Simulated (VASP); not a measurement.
Here is a VASP 6.6.1 calculation.

INCAR

```
  ALGO = Normal
  EDIFF = 1E-6
  EDIFFG = -0.01
  ENCUT = 600
  GGA = RP
  IBRION = 2
  ISIF = 3
  ISMEAR = -1
  LASPH = T
  LCHARG = F
  LREAL = F
  LWAVE = F
  NELM = 60
  NSW = 80
  PREC = Accurate
  SIGMA = 0.1
```

Contents of KPOINTS:

```
k-points
0
Gamma
  5 5 5
```

The input POSCAR:

```
Mo
1.0
    4.9960273309      0.0000000000      0.0000000000
    0.0000000000      4.9960273309      0.0000000000
    0.0000000000      0.0000000000      4.9960273309
Mo
8
Direct
    0.0000000000      0.0000000000      0.0000000000
    0.5000000000      0.5000000000      0.5000000000
    0.2500000000      0.0000000000      0.5000000000
    0.7500000000      0.0000000000      0.5000000000
    0.5000000000      0.2500000000      0.0000000000
    0.5000000000      0.7500000000      0.0000000000
    0.0000000000      0.5000000000      0.2500000000
    0.0000000000      0.5000000000      0.7500000000
```

Potentials or basis: VASP PAW PBE potentials, release 64 (Mo_sv).

Run with:

```console
$ cat potpaw_PBE.64/Mo_sv/POTCAR > POTCAR
$ mpirun -np 1 vasp_std > vasp.out
```

Q: Estimate the relaxed volume.

A: 16.27 Å³/atom.

Q: Predict the relaxed cell.

A: a = 5.068 Å, b = 5.068 Å, c = 5.068 Å, α = 90.00°, β = 90.00°, γ = 90.00°.

Step by step:
```tsv
step	energy change (eV)	largest force (eV/Å)	pressure (GPa)	volume (Å³)
1	0.0000	0.0000	11.35	124.70
2	0.9672	0.0000	-21.45	145.72
3	-0.1854	0.0000	-0.45	130.39
4	-0.1857	0.0000	-0.03	130.16
```

Caveat: the PAW data sets were made with another functional, which shifts forces and pressure a little.
